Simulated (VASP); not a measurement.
Write the native input for VASP 6.6.1 that does the following.

- Task: single point
- Functional: PBE
- Potentials or basis: VASP PAW PBE potentials, release 64 (O, C, H)
- Cutoff: 520 eV
- k mesh: 1 × 1 × 1
- Occupations: fermi-dirac, width 0.05 eV
- Spin: no spin polarisation
- Dipole correction: no
- Further INCAR settings: LREAL = Auto; ALGO = Normal; EDIFF = 1e-07; NBANDS = 57

The structure of H6C3O lies in POSCAR:

```
H6C3O
1.0
    7.6630940000      0.0000000000      0.0000000000
    0.0000000000      7.6630940000      0.0000000000
    0.0000000000      0.0000000000      7.6630940000
O C H
3 9 18
Direct
    0.1721106383      0.1210868613      0.5355278168
    0.7605544184      0.9877863954      0.4867746631
    0.8337102481      0.3810732323      0.4188908553
    0.2783340515      0.1284207136      0.4348374168
    0.7862620503      1.0019321178      0.3439472359
    0.8929813467      0.4125487695      0.2847283356
    0.2028293011      0.3604157798      0.8804276706
    0.3267218176      0.1984837978      0.8970136605
    0.4479783231      0.6786031856      0.2587727620
    0.3086220788      0.6182228745      0.3788287081
    0.9719311808      0.8359025741      0.8825677983
    0.8008123090      0.7543297785      0.8955521099
    0.2530440055      0.4922946267      0.8492392237
    0.1280553260      0.3388579078      0.7613895902
    0.1103079252      0.3481883427      0.9794085783
    0.2656759789      0.0800459971      0.8680044901
    0.4414013452      0.2170141721      0.8124133672
    0.3871021287      0.1952997053      1.0237379314
    0.5138003005      0.5762032933      0.1883573397
    0.4019264282      0.7714638500      0.1645940922
    0.5383073730      0.7572920285      0.3430859650
    0.3180960589      0.7069207294      0.4976449460
    0.1815063211      0.6305286089      0.3121324102
    0.3175871260      0.4887842952      0.4404356778
    0.9637360575      0.9768769638      0.8979662784
    1.0787809728      0.7775710438      0.9684860971
    1.0098662498      0.8261545532      0.7436421894
    0.7816816550      0.6437086639      0.8030437836
    0.7832737012      0.7004350984      1.0247427475
    0.6940799630      0.8438628053      0.8555552105
```

These files were run (other wordings do the same):

INCAR

```
ALGO = Normal ; EDIFF = 1E-7
ENCUT = 520 ; GGA = PE
ISIF = 2 ; ISMEAR = -1
LASPH = True ; LCHARG = False
LREAL = Auto ; LWAVE = False
NBANDS = 57 ; NELM = 80
PREC = Accurate ; SIGMA = 0.05
```

KPOINTS

```
k-points
0
Gamma
  1 1 1
```

Potentials or basis: VASP PAW PBE potentials, release 64 (O, C, H).

The run is started by

```console
$ cat potpaw_PBE.64/O/POTCAR potpaw_PBE.64/C/POTCAR potpaw_PBE.64/H/POTCAR > POTCAR
$ mpirun -np 1 vasp_gam > vasp.out
```

It gave:

```json
{
  "Pressure": "1.9 GPa",
  "Largest force": "3.480 eV/Å"
}
```

Caveat: the k points lie up to 0.82 Å⁻¹ apart.

Wall time 98 s on 1 thread of Intel Xeon 8259CL, with other jobs on the host, peak memory 0.45 GiB.
